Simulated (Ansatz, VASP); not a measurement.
One calculation of HgTe, two programs

```xyz
2
Lattice="3.8051 0.0000 0.0000 0.0000 3.8051 0.0000 0.0000 0.0000 3.8051" Properties=species:S:1:pos:R:3 pbc="T T T"
Hg    0.0000    0.0000    0.0000
Te    1.9026    1.9026    1.9026
```

Alike in both runs: functional PBE; k mesh 11 × 11 × 11; occupations fermi-dirac, width 0.05 eV; no spin polarisation.

Ansatz relaxed the structure, and its values are those at the end. VASP's run is a single point on that final structure, the one shown.

```csv
,VASP,Ansatz
version,VASP 6.6.1,Ansatz 0.2.0
potentials or method,"VASP PAW PBE potentials, release 64 (Hg, Te)","PAW with Ansatz's default frozen-core files, scalar-relativistic"
plane-wave cutoff (eV),520,420
valence electrons in the cell,18,36
```

VASP gave:

```
pressure (GPa) : 0.1
```

Q: Estimate Ansatz's values.

A: Pressure (GPa): 0.0.

The functional is the same, so the differences come from potentials, cutoffs and numerics. VASP's potentials hold 18 valence electrons a cell and Ansatz's 36, so a difference there can come from the potentials and not from the codes.

Neither program's run includes spin-orbit coupling.
